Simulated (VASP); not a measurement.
Set up this calculation in VASP 6.6.1, as the native input.

```
Task                               : single point
Functional                         : PBE0
Potentials or basis                : VASP PAW PBE potentials, release 64 (In_d, As)
Cutoff                             : 400 eV
k mesh                             : 4 × 4 × 4
Occupations                        : fermi-dirac, width 0.05 eV
Spin                               : non-collinear spin, zero start, spin-orbit coupling
Starting moments                   : [[0.0, 0.0, 0.0], [0.0, 0.0, 0.0]] μB
Dipole correction                  : no
Grid for exact exchange (PRECFOCK) : Normal
Further INCAR settings             : ALGO = Normal; EDIFF = 1e-06; NBANDS = 30
Share of exact exchange            : 0.25
```

Crystal: InAs.

```
In As
1.0
     0.00000    2.87730    2.87730
     2.87730    0.00000    2.87730
     2.87730    2.87730    0.00000
In As
1 1
Direct
  0.50000 0.50000 0.50000
  0.00000 0.00000 0.00000
```

The input as run:

POSCAR

```
InAs
1.0
    0.0000000000      2.8773040000      2.8773040000
    2.8773040000      0.0000000000      2.8773040000
    2.8773040000      2.8773040000      0.0000000000
In As
1 1
Direct
    0.5000000000      0.5000000000      0.5000000000
    0.0000000000      0.0000000000      0.0000000000
```

INCAR.step1

```
PREC = Accurate
ENCUT = 400
EDIFF = 1E-5
ISMEAR = -1
SIGMA = 0.05
LREAL = False
LASPH = True
NELM = 200
ALGO = Normal
ISIF = 2
LWAVE = True
LCHARG = False
MAGMOM = 0 0 0 0 0 0
LORBIT = 11
LSORBIT = True
GGA_COMPAT = False
LORBMOM = True
GGA = PE
NBANDS = 30
```

INCAR.step2

```
PREC = Accurate
ENCUT = 400
EDIFF = 1E-6
ISMEAR = -1
SIGMA = 0.05
LREAL = False
LASPH = True
NELM = 200
ALGO = Normal
ISIF = 2
LWAVE = False
LCHARG = False
MAGMOM = 0 0 0 0 0 0
LORBIT = 11
LSORBIT = True
GGA_COMPAT = False
LORBMOM = True
GGA = PE
LHFCALC = True
AEXX = 0.25
PRECFOCK = Normal
ISTART = 1
NBANDS = 30
```

KPOINTS

```
Automatic mesh
0
Gamma
  4 4 4
```

Potentials or basis: VASP PAW PBE potentials, release 64 (In_d, As).

Run with:

```sh
$ cat potpaw_PBE.64/In_d/POTCAR potpaw_PBE.64/As/POTCAR > POTCAR
$ cp INCAR.step1 INCAR
$ mpirun -np 1 vasp_ncl > vasp.out
$ cp INCAR.step2 INCAR
$ mpirun -np 1 vasp_ncl > vasp.out
```

Results of the run:

The pressure is -2.5 GPa. The net moment is 0.00 μB per cell and the valence electrons inside the program's atomic spheres are In 11.29; As 2.82.

Caveat: the k points lie up to 0.47 Å⁻¹ apart; the PAW data sets were made with another functional, which shifts forces and pressure a little.

Run time: 16 min on 1 thread of Intel(R) Xeon(R) Platinum 8488C (Sapphire Rapids) (shared host), peak memory 0.25 GiB.
